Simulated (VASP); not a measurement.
# PdI (P4/mmm) in VASP: notebook

Runs on PdI. Level: PBE. Tasks: single point, relaxation of cell and atoms.

Everything below comes from runs of VASP 6.6.1. Logs are shortened: lines on timing, memory, paths and dates and some standing lists are left out, and cuts for length are marked.

### 1 The cell of the first run

Symmetry: P4/mmm, No. 123, tetragonal system. The conventional cell has a = 3.565 Å, b = 3.565 Å, c = 4.673 Å, α = 90.00°, β = 90.00°, γ = 90.00°. Within 4.5 Å of Pd (site symmetry 4/mmm) lie 8 I at 3.44 Å and 4 Pd at 3.57 Å. I (site symmetry 4/mmm) has 8 Pd at 3.44 Å and 4 I at 3.57 Å within 4.5 Å.

### 2 Single point, PBE

INCAR reads:

```
PREC = Accurate
ENCUT = 500
EDIFF = 1E-6
ISMEAR = 0
SIGMA = 0.1
LREAL = False
LASPH = True
NELM = 120
ALGO = Normal
ISIF = 2
LWAVE = False
LCHARG = False
GGA = PE
NBANDS = 16
GGA_COMPAT = False
```

KPOINTS reads:

```
regular mesh
0
Gamma
  6 6 4
```

POSCAR reads:

```
PdI
1.0
    3.5651757486      0.0000000000      0.0000000000
    0.0000000000      3.5651757486      0.0000000000
    0.0000000000      0.0000000000      4.6729267848
Pd I
1 1
Direct
    0.5000000000      0.5000000000      0.5000000000
    0.0000000000      0.0000000000      0.0000000000
```

Potentials or basis: VASP PAW PBE potentials, release 64 (Pd, I).

Run with:

```sh
$ cat potpaw_PBE.64/Pd/POTCAR potpaw_PBE.64/I/POTCAR > POTCAR
$ mpirun -np 1 vasp_std > vasp.out
```

OUTCAR:

```text
PREC = Accurate
   ENCUT = 500
   EDIFF = 1E-6
   ISMEAR = 0
   LREAL = False
   LASPH = True
   NELM = 120
   ISIF = 2
   GGA = PE

 ion  position               nearest neighbor table
   1  0.500  0.500  0.500-   2 3.44   2 3.44   2 3.44   2 3.44   2 3.44   2 3.44   2 3.44   2 3.44

   2  0.000  0.000  0.000-   1 3.44   1 3.44   1 3.44   1 3.44   1 3.44   1 3.44   1 3.44   1 3.44

  LATTYP: Found a simple tetragonal cell.
 ALAT       =     3.5651757486
 C/A-ratio  =     1.3107142857

  Lattice vectors:

 A1 = (   3.5651757486,   0.0000000000,   0.0000000000)
 A2 = (   0.0000000000,   3.5651757486,   0.0000000000)
 A3 = (   0.0000000000,   0.0000000000,   4.6729267848)

Analysis of symmetry for initial positions (statically):
=====================================================================
 Subroutine PRICEL returns:
 Original cell was already a primitive cell.

 Routine SETGRP: Setting up the symmetry group for a
 simple tetragonal supercell.

 Subroutine GETGRP returns: Found 16 space group operations
 (whereof 16 operations were pure point group operations)
 out of a pool of 16 trial point group operations.

The static configuration has the point symmetry D_4h.

Analysis of symmetry for dynamics (positions and initial velocities):
=====================================================================
 Subroutine PRICEL returns:
 Original cell was already a primitive cell.

 Routine SETGRP: Setting up the symmetry group for a
 simple tetragonal supercell.

 Subroutine GETGRP returns: Found 16 space group operations
 (whereof 16 operations were pure point group operations)
 out of a pool of 16 trial point group operations.

The dynamic configuration has the point symmetry D_4h.

 Subroutine INISYM returns: Found 16 space group operations
 (whereof 16 operations are pure point group operations),
 and found     1 'primitive' translations

----------------------------------------------------------------------------------------

                                     Primitive cell

  volume of cell :      59.3951

  direct lattice vectors                    reciprocal lattice vectors
     3.565175749  0.000000000  0.000000000     0.280491081  0.000000000  0.000000000
     0.000000000  3.565175749  0.000000000     0.000000000  0.280491081  0.000000000
     0.000000000  0.000000000  4.672926785     0.000000000  0.000000000  0.213998645

  length of vectors
     3.565175749  3.565175749  4.672926785     0.280491081  0.280491081  0.213998645

  position of ions in fractional coordinates (direct lattice)
     0.500000000  0.500000000  0.500000000
     0.000000000  0.000000000  0.000000000

  ion indices of the primitive-cell ions
   primitive index   ion index
                 1           1
                 2           2

----------------------------------------------------------------------------------------

 KPOINTS: regular mesh

Automatic generation of k-mesh.
 Grid dimensions read from file:
 generate k-points for:    6    6    4

 Generating k-lattice:

  Cartesian coordinates                     Fractional coordinates (reciprocal lattice)
     0.046748514  0.000000000  0.000000000     0.166666667  0.000000000  0.000000000
     0.000000000  0.046748514  0.000000000     0.000000000  0.166666667  0.000000000
     0.000000000  0.000000000  0.053499661     0.000000000  0.000000000  0.250000000

  Length of vectors
     0.046748514  0.046748514  0.053499661

  Shift w.r.t. Gamma in fractional coordinates (k-lattice)
     0.000000000  0.000000000  0.000000000

 Subroutine IBZKPT returns following result:
 ===========================================

 Found     30 irreducible k-points:

 Following reciprocal coordinates:
            Coordinates               Weight
  0.000000  0.000000  0.000000      1.000000
  0.166667  0.000000  0.000000      4.000000
  0.333333  0.000000  0.000000      4.000000
  0.500000  0.000000  0.000000      2.000000
  0.166667  0.166667  0.000000      4.000000
  0.333333  0.166667  0.000000      8.000000
[... 16 lines left out ...]
  0.333333  0.000000  0.500000      4.000000
  0.500000  0.000000  0.500000      2.000000
 [... further k-points ...]
   k-points           NKPTS =     30   k-points in BZ     NKDIM =     30   number of bands    NBANDS=     16
   number of dos      NEDOS =    301   number of ions     NIONS =      2
   total plane-waves  NPLWV =  28224
   dimension x,y,z NGX =    28 NGY =   28 NGZ =   36
   dimension x,y,z NGXF=    56 NGYF=   56 NGZF=   72
   ions per type =               1   1
   NGX,Y,Z   is equivalent  to a cutoff of  13.06, 13.06, 12.81 a.u.
   NGXF,Y,Z  is equivalent  to a cutoff of  26.11, 26.11, 25.62 a.u.
 SYSTEM =  unknown system
   PREC   = accura    normal or accurate (medium, high low for compatibility)
   ISTART =      0    job   : 0-new  1-cont  2-samecut
   ICHARG =      2    charge: 1-file 2-atom 10-const
   ISPIN  =      1    spin polarized calculation?
   LNONCOLLINEAR =      F non collinear calculations
   LSORBIT =      F    spin-orbit coupling
   LASPH  =      T    aspherical Exc in radial PAW
   ENCUT  =  500.0 eV  36.75 Ry    6.06 a.u.   6.50  6.50  8.52*2*pi/ulx,y,z
   NELM   =    120;   NELMIN=  2; NELMDL= -5     # of ELM steps
   EDIFF  = 0.1E-05   stopping-criterion for ELM
   LREAL  =      F    real-space projection
   EDIFFG = 0.1E-04   stopping-criterion for IOM
   NSW    =      0    number of steps for IOM
   IBRION =     -1    ionic relax: 0-MD 1-quasi-New 2-CG
   NFREE  =      0    steps in history (QN), initial steepest desc. (CG)
   ISIF   =      2    stress and relaxation
   ISYM   =      2    0-nonsym 1-usesym 2-fastsym
   POTIM  = 0.5000    time-step for ionic-motion
   TEBEG  =    0.0;   TEEND  =   0.0 temperature during run
   PSTRESS=    0.0 pullay stress
   NELECT =      17.0000    total number of electrons
   NUPDOWN=      -1.0000    fix difference up-down
   EMIN   =  10.00;   EMAX   =-10.00  energy-range for DOS
   EFERMI =   0.00;   METHOD = LEGACY
   ISMEAR =     0;   SIGMA  =   0.10  broadening in eV -4-tet -1-fermi 0-gaus
   EFERMI_NEDOS =   21; number of points for ismear=-14 and -15
   IALGO  =     38    algorithm
   IMIX   =      4    mixing-type and parameters
     AMIX     =   0.40;   BMIX     =  1.00
     AMIX_MAG =   1.60;   BMIX_MAG =  1.00
  volume/ion in A,a.u.               =      29.70       200.41
  Fermi-wavevector in a.u.,A,eV,Ry     =   1.078883  2.038792 15.837013  1.163988
  Thomas-Fermi vector in A             =   2.214833
   LORBIT       =      0    0 simple, 1 ext, 2 COOP (PROOUT), +10 PAW based schemes
   GGA     = PE    functional components
   LHFCALC =     F    Hartree Fock is set to
   AEXX    =    0.0000 exact exchange contribution
   IVDW    =     0    specifies the selected vdW correction
   LEPSILON=     F    determine dielectric tensor
   LRPA    =     F    only Hartree local field effects (RPA)
 non-spin polarized calculation
 Gauss-broadening in eV      SIGMA  =   0.10
  energy-cutoff  :      500.00
  volume of cell :       59.40
 maximum number of plane-waves:      1529
 NGX is ok and might be reduce to    28
   NGX = 13   NGY = 13   NGZ = 17

 number of electron      16.9999999 magnetization

 Free energy of the ion-electron system (eV)
  ---------------------------------------------------
  ext. energy  EPLUGINS =         0.00000000
  ---------------------------------------------------
  free energy    TOTEN  =        -5.37892353 eV

  energy without entropy =       -5.36305023  energy(sigma->0) =       -5.37098688

 E-fermi :   4.5637     XC(G=0):  -9.5678

 val. band max:        4.5295965121   @ k =   0.3333   0.1667   0.5000
 cond. band min:       4.6020343410   @ k =   0.5000   0.3333   0.2500
 fundamental gap:      0.0724378289
 Fermi energy:         4.5636858287

 k-point     1 :       0.0000    0.0000    0.0000
  band No.  band energies     occupation
      1      -8.7949      2.00000
      2       1.6312      2.00000
      3       2.9384      2.00000
      4       3.0333      2.00000
      5       3.7777      2.00000
      6       3.7777      2.00000
[... 8 lines left out ...]
     15      16.0149      0.00000
     16      17.0590      0.00000

 k-point     2 :       0.1667    0.0000    0.0000
  band No.  band energies     occupation
      1      -8.6328      2.00000
      2       1.6292      2.00000
      3       2.1253      2.00000
      4       3.0518      2.00000
      5       3.4128      2.00000
      6       3.6381      2.00000
[... 8 lines left out ...]
     15      15.6127      0.00000
     16      16.7069      0.00000

 k-point     3 :       0.3333    0.0000    0.0000
  band No.  band energies     occupation
      1      -8.2637      2.00000
      2       0.3012      2.00000
      3       1.6085      2.00000
      4       3.1653      2.00000
      5       3.3962      2.00000
      6       3.8260      2.00000
[... 8 lines left out ...]
     15      16.2624      0.00000
     16      17.1573      0.00000

 k-point     4 :       0.5000    0.0000    0.0000
  band No.  band energies     occupation
      1      -8.0489      2.00000
      2      -0.4560      2.00000
      3       1.5914      2.00000
      4       3.2156      2.00000
      5       3.3045      2.00000
      6       3.8422      2.00000
[... 8 lines left out ...]
     15      15.7554      0.00000
     16      17.1954      0.00000
[... 324 lines left out ...]
 k-point    22 :       0.1667    0.0000    0.5000
  band No.  band energies     occupation
      1      -8.5172      2.00000
      2       0.0480      2.00000
      3       2.3096      2.00000
      4       3.1580      2.00000
      5       3.1625      2.00000
      6       3.5680      2.00000
[... 8 lines left out ...]
     15      14.1590      0.00000
     16      16.8385      0.00000

 k-point    23 :       0.3333    0.0000    0.5000
  band No.  band energies     occupation
      1      -8.1846      2.00000
      2       0.7855      2.00000
      3       0.7891      2.00000
      4       3.1980      2.00000
      5       3.5252      2.00000
      6       3.7100      2.00000
[... 8 lines left out ...]
     15      15.7687      0.00000
     16      15.7784      0.00000

 k-point    24 :       0.5000    0.0000    0.5000
  band No.  band energies     occupation
      1      -7.9942      2.00000
      2       0.0852      2.00000
      3       1.3590      2.00000
      4       3.0664      2.00000
      5       3.5705      2.00000
      6       3.6750      2.00000
[... 8 lines left out ...]
     15      16.6558      0.00000
     16      16.6620      0.00000

 [... further k-points ...]
[... 5 lines left out ...]
  --------------------------------------------------------------------------------------
  -------------------------------------------------------------------------------------
  Total       -2.2182490     -2.2182490     -3.9460567      0.0000000      0.0000000      0.0000000
  in kB      -59.8370274    -59.8370274   -106.4444530      0.0000000      0.0000000      0.0000000
  external PRESSURE =     -75.3728359 kB  Pullay stress =       0.0000000 kB

 VOLUME and BASIS-vectors are now :
 -----------------------------------------------------------------------------
  energy-cutoff  :      500.00
  volume of cell :       59.40
      direct lattice vectors                 reciprocal lattice vectors
     3.565175749  0.000000000  0.000000000     0.280491081  0.000000000  0.000000000
     0.000000000  3.565175749  0.000000000     0.000000000  0.280491081  0.000000000
     0.000000000  0.000000000  4.672926785     0.000000000  0.000000000  0.213998645

 POSITION                                       TOTAL-FORCE (eV/Angst)
 -----------------------------------------------------------------------------------
      1.78259      1.78259      2.33646         0.000000      0.000000      0.000000
      0.00000      0.00000      0.00000         0.000000      0.000000      0.000000
 -----------------------------------------------------------------------------------
    total drift:                                0.000000      0.000000      0.000000

  FREE ENERGIE OF THE ION-ELECTRON SYSTEM (eV)
  ---------------------------------------------------
  free  energy   TOTEN  =        -5.3789235282 eV

  energy  without entropy=       -5.3630502285  energy(sigma->0) =       -5.37098688
```

Run time: 35 s. Hardware: 1 thread of Intel Xeon 8259CL, shared host; peak memory 0.18 GiB.

What came out:

```
Free energy : -5.3789 eV
Pressure    : -7.5 GPa
```

Stress tensor (GPa, compression positive):
```
 -5.98   0.00   0.00
  0.00  -5.98   0.00
  0.00   0.00 -10.64
```

Levels at points of the mesh, in eV from the Fermi level:
```
           k point  band 4  band 5  band 6  band 7  band 8  band 9  band 10  band 11  band 12  band 13
(0.00, 0.00, 0.00)   -1.53   -0.79   -0.79   -0.62   -0.62   -0.54     0.13     6.52     6.75     9.33
(0.50, 0.00, 0.00)   -1.35   -1.26   -0.72   -0.27    0.30    0.54     3.13     3.90     4.76     7.33
(0.50, 0.50, 0.00)   -1.34   -1.31   -1.26   -1.26   -1.13   -0.22     2.57     6.22     6.22     8.15
(0.00, 0.00, 0.50)   -1.55   -1.49   -1.07   -0.54    0.48    0.48     4.05     4.67     6.50     8.55
(0.50, 0.00, 0.50)   -1.50   -0.99   -0.89   -0.78   -0.73    0.07     1.39     6.70     8.07     8.64
(0.50, 0.50, 0.50)   -3.16   -0.67   -0.22   -0.22   -0.22    0.32     3.11     3.30     3.30     4.47
```

Caveat: spin-orbit coupling is left out, which moves the levels of the heavy elements; an odd number of electrons without spin polarisation forces a metal; a magnetic or distorted state may lie lower.

(Part 1 of 2 ends here.)
